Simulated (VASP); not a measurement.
Runs of VASP 6.6.1 on BeCd2Se3. The structure is that of space group P6/mmm (No. 191), or close to it. The cells are those of the table. 

```tsv
task	cell	k mesh	cutoff (eV)	gap on the mesh (eV)	pressure (GPa)	relaxed volume (Å³/atom)
single point	a = 6.884, b = 6.884, c = 3.986 Å, angles 90.0, 90.0, 120.0°, 6 atoms	6 × 6 × 10	520	none	0.2	-
single point	a = 6.749, b = 6.749, c = 4.074 Å, angles 90.0, 90.0, 120.0°, 6 atoms	3 × 3 × 6	520	none	0.2	-
single point	a = 6.544, b = 6.544, c = 3.599 Å, angles 90.0, 90.0, 120.0°, 6 atoms	3 × 3 × 6	520	none	14.5	-
relaxation of cell and atoms	relaxed from a = 6.544, b = 6.544, c = 3.599 Å, angles 90.0, 90.0, 120.0°, 6 atoms	3 × 3 × 6	600	none	0.0	(a)
relaxation of cell and atoms	relaxed from a = 6.749, b = 6.749, c = 4.074 Å, angles 90.0, 90.0, 120.0°, 6 atoms	6 × 6 × 10	600	none	0.0	27.40
```

Alike in all rows: level PBE; potentials or basis VASP PAW PBE potentials, release 64 (Be, Cd, Se); no spin polarisation; smearing gaussian 0.1 eV.

**Question.** Fill in the values left out.

**Answer.** (a) 26.76.

Caveats: some runs use coarse meshes; the volume moved by over 15 % at a fixed basis, so the end points are rough (some runs).

A k mesh can miss the band edges, and the runs leave out spin-orbit coupling on Cd, Se.

A gap of «none» marks levels without a gap at the run's occupations.
